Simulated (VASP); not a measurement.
# As: single point with PBE

Crystal: As.

```
CELL_PARAMETERS angstrom
1.90176 1.09798 3.72903
-1.90176 1.09798 3.72903
0.00000 -2.19597 3.72903
ATOMIC_POSITIONS crystal
As 0.77538 0.77538 0.77538
As 0.22462 0.22462 0.22462
```

This cell differs from its parent crystal: volume scaled by 1.03, then relaxed in part.

* Program: VASP 6.6.1
* Task: single point
* Functional: PBE
* Potentials or basis: VASP PAW PBE potentials, release 64 (As)
* Cutoff: 520 eV
* k mesh: 12 × 12 × 12
* Occupations: gaussian, width 0.1 eV
* Spin: no spin polarisation

The pressure is -0.4 GPa, the largest force is 0.045 eV/Å and the band gap on the k mesh is zero (band 5 reaches 4.82 eV, above the bottom of band 6 at 4.39 eV).

Forces in eV/Å, atoms in the order of the input:
```
As   0.000  0.000 -0.045
As   0.000  0.000  0.045
```

Levels at points of the mesh, in eV from the Fermi level:
| k point | band 1 | band 2 | band 3 | band 4 | band 5 | band 6 | band 7 | band 8 | band 9 | band 10 |
| --- | --- | --- | --- | --- | --- | --- | --- | --- | --- | --- |
| (0.00, 0.00, 0.00) | -14.58 | -6.39 | -2.57 | -1.87 | -1.87 | 1.35 | 2.61 | 2.61 | 7.08 | 7.08 |
| (0.50, 0.00, 0.00) | -12.09 | -10.78 | -3.03 | -2.84 | -0.67 | -0.34 | 0.39 | 1.60 | 8.22 | 8.48 |
| (0.50, 0.50, 0.00) | -12.09 | -9.76 | -5.55 | -3.94 | -3.79 | 1.49 | 4.81 | 6.29 | 6.54 | 10.27 |
| (0.50, 0.50, 0.50) | -13.64 | -9.63 | -1.67 | -1.67 | -0.66 | 1.01 | 1.01 | 1.64 | 7.62 | 9.94 |

Wall time 66 s on 1 thread of AMD EPYC 7R43 64-Core Processor (Zen 3) (shared host), peak memory 0.2 GiB.
